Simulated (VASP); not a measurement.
Write the native input for VASP 6.6.1 that does the following.

```yaml
Task: single point
Functional: PBE
Potentials_or_basis: VASP PAW PBE potentials, release 64 (Al, O)
Cutoff: 520 eV
k_mesh: 5 × 4 × 1
Occupations: gaussian, width 0.1 eV
Spin: no spin polarisation
Dipole_correction: yes
Further_INCAR_settings: LREAL = Auto; ALGO = Normal; EDIFF = 1e-06; NBANDS = 41
```

The structure of Al16O lies in POSCAR:

```
Al16O
1.0
    5.7135165838      0.0000000000      0.0000000000
    0.0000000000      8.0801326417      0.0000000000
    0.0000000000      0.0000000000     19.7432787023
Al O
16 1
Direct
    0.2500000000      0.2500000000      0.2026005944
    0.2500000000      0.7500000000      0.2026005944
    0.7500000000      0.2500000000      0.2026005944
    0.7500000000      0.7500000000      0.2026005944
    0.0000000000      0.0000000000      0.2749482104
    0.0000000000      0.5000000000      0.2749482104
    0.5000000000      0.0000000000      0.2749482104
    0.5000000000      0.5000000000      0.2749482104
    0.2500000000      0.2500000000      0.3495466405
    0.2500000000      0.7500000000      0.3495466405
    0.7500000000      0.2500000000      0.3495466405
    0.7500000000      0.7500000000      0.3495466405
    0.0000000000      0.0000000000      0.4175232912
    0.0000000000      0.5000000000      0.4175232912
    0.5000000000      0.0000000000      0.4175232912
    0.5000000000      0.5000000000      0.4175232912
    0.0833333333      0.0500000000      0.4954384611
```

The input as run:

INCAR

```
SYSTEM = Al16O
  PREC = Accurate
  ENCUT = 520
  EDIFF = 1E-6
  ISMEAR = 0
  SIGMA = 0.1
  LREAL = Auto
  LASPH = .True.
  NELM = 100
  ALGO = Normal
  ISIF = 2
  LWAVE = .False.
  LCHARG = .True.
  LDIPOL = .True.
  IDIPOL = 3
  DIPOL = 0.5 0.5 0.322
  GGA = PE
  LELF = .True.
  LVHAR = .True.
  LVACPOTAV = .True.
  NBANDS = 41
```

KPOINTS

```
regular mesh
0
Gamma
  5 4 1
  0 0 0
```

Potentials or basis: VASP PAW PBE potentials, release 64 (Al, O).

Run with:

```sh
$ cat potpaw_PBE.64/Al/POTCAR potpaw_PBE.64/O/POTCAR > POTCAR
$ mpirun -np 1 vasp_std > vasp.out
```

It gave:

| Item | Value |
| --- | --- |
| Largest force | 1.044 eV/Å |
| Band gap on the k mesh | zero (bands 27 and 28 overlap by 0.67 eV) |

It took 7.2 min on 1 thread of Intel(R) Xeon(R) 6975P-C (Granite Rapids), on a shared host, peak memory 0.84 GiB.
